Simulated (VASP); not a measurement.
# In4Ga8N11: single point with PBE

In4Ga8N11:

```xyz
23
Lattice="0.0342 -5.7823 0.0203 4.9956 -2.9397 5.4177 -5.0108 -2.8804 5.4637" Properties=species:S:1:pos:R:3 pbc="T T T"
In    0.0060   -7.7256   10.8184
In    0.0140   -7.6874    5.4356
In   -0.1884   -9.8838    8.0590
In    0.0175   -3.8757    2.6616
Ga    1.7125   -4.8666    5.4284
Ga   -3.2908   -7.7135    5.4134
Ga   -1.6711   -4.8165    5.3311
Ga    3.3230   -7.7699    5.4215
Ga   -1.7134   -6.7237    2.7039
Ga   -1.6464   -6.7754    8.1875
Ga    1.6923   -6.6783    2.7286
Ga    1.6990   -6.7965    8.1211
N     1.8374   -4.8632    1.9467
N     1.7537   -4.9548    7.4052
N     3.2066   -7.8325    7.4003
N    -1.7783   -6.6657    4.7112
N     3.2075   -3.8201    4.6836
N     1.8194   -6.7003    4.6911
N    -3.1909   -3.7716    4.7007
N    -0.0017   -7.6737    7.6256
N    -0.0013   -1.7605    2.1354
N    -0.0006   -9.8367   10.2980
N     0.0306   -4.0111    4.8510
```

- Program: VASP 6.6.1
- Task: single point
- Functional: PBE
- Potentials or basis: VASP PAW PBE potentials, release 64 (In_d, Ga_d, N)
- Cutoff: 520 eV
- k mesh: 3 × 2 × 2, shifted
- Occupations: gaussian, width 0.1 eV
- Spin: no spin polarisation

- Pressure: 0.1 GPa
- Largest force: 0.035 eV/Å
- Band gap on the k mesh: zero (an odd number of electrons rules out a gap without spin polarisation)

Forces in eV/Å, atoms in the order of the input:
```
In   0.007  0.000  0.004
In  -0.012 -0.012  0.009
In  -0.034 -0.005 -0.007
In  -0.011  0.003 -0.001
Ga   0.010 -0.003 -0.015
Ga   0.005 -0.001  0.004
Ga   0.015  0.013 -0.001
Ga  -0.006  0.005  0.003
Ga   0.002  0.007  0.006
Ga  -0.010  0.017 -0.006
Ga   0.007 -0.016 -0.001
Ga  -0.001  0.008 -0.011
N    0.019  0.002 -0.017
N    0.004 -0.009  0.004
N    0.001 -0.004 -0.004
N   -0.010 -0.004  0.000
N   -0.011  0.002  0.007
N    0.018  0.013  0.001
N    0.007  0.005  0.005
N    0.006  0.003  0.008
N    0.003  0.002  0.000
N   -0.002 -0.013 -0.009
N   -0.008 -0.015  0.021
```

Levels at points of the mesh, in eV from the Fermi level:
| k point | band 102 | band 103 | band 104 | band 105 | band 106 | band 107 | band 108 | band 109 |
| --- | --- | --- | --- | --- | --- | --- | --- | --- |
| (0.00, 0.25, 0.25) | -2.76 | -2.45 | -2.34 | -2.28 | -0.20 | 0.50 | 1.14 | 1.38 |

Wall time 11 min on 1 thread of Intel(R) Xeon(R) Platinum 8488C (Sapphire Rapids), with other jobs on the host, peak memory 0.48 GiB.

Caveat: the k points lie up to 0.43 Å⁻¹ apart, too coarse for converged energies and pressures of a metal; spin-orbit coupling is left out, which moves the levels of the heavy elements.
